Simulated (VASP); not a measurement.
Set up this calculation in VASP 6.6.1, as the native input.

* Task: single point
* Functional: PBEsol
* Potentials or basis: VASP PAW PBE potentials, release 64 (W_sv)
* Cutoff: 520 eV
* k mesh: 10 × 10 × 10
* Occupations: gaussian, width 0.15 eV
* Spin: no spin polarisation
* Dipole correction: no
* Further INCAR settings: ALGO = Fast; EDIFF = 1e-06; NBANDS = 66

The structure of W lies in POSCAR:

```
W
1.0
    0.0000000000      4.0600000000      4.0600000000
    4.0600000000      0.0000000000      4.0600000000
    4.0600000000      4.0600000000      0.0000000000
W
8
Direct
    0.0127984050      0.0127984050      0.0127984050
    0.0000000000      0.0000000000      0.5000000000
    0.0000000000      0.5000000000      0.0000000000
    0.0000000000      0.5000000000      0.5000000000
    0.5000000000      0.0000000000      0.0000000000
    0.5000000000      0.0000000000      0.5000000000
    0.5000000000      0.5000000000      0.0000000000
    0.5000000000      0.5000000000      0.5000000000
```

This cell differs from its parent crystal: atom 1 (W) moved +0.180 Å along Cartesian [1 1 1].

The input as run:

INCAR

```
PREC = Accurate
ENCUT = 520
EDIFF = 1E-6
ISMEAR = 0
SIGMA = 0.15
LREAL = F
LASPH = T
NELM = 80
ALGO = Fast
ISIF = 2
LWAVE = F
LCHARG = F
GGA = PS
NBANDS = 66
```

KPOINTS

```
regular mesh
0
Gamma
  10 10 10
```

Potentials or basis: VASP PAW PBE potentials, release 64 (W_sv).

Run with:

```console
$ cat potpaw_PBE.64/W_sv/POTCAR > POTCAR
$ mpirun -np 1 vasp_std > vasp.out
```

It gave:

```json
{"Pressure": "-11.3 GPa", "Largest force": "1.462 eV/Å", "Band gap on the k mesh": "zero (bands 56 and 57 overlap by 0.78 eV)"}
```

Caveat: the cell differs from its parent crystal (atom 1 (W) moved +0.180 Å along Cartesian [1 1 1]); the cell stands under tension; the PAW data sets were made with another functional, which shifts forces and pressure a little; spin-orbit coupling is left out, which moves the levels of the heavy elements.

It took 12 min on 1 thread of Intel(R) Xeon(R) 6975P-C (Granite Rapids) (shared host), peak memory 0.79 GiB.
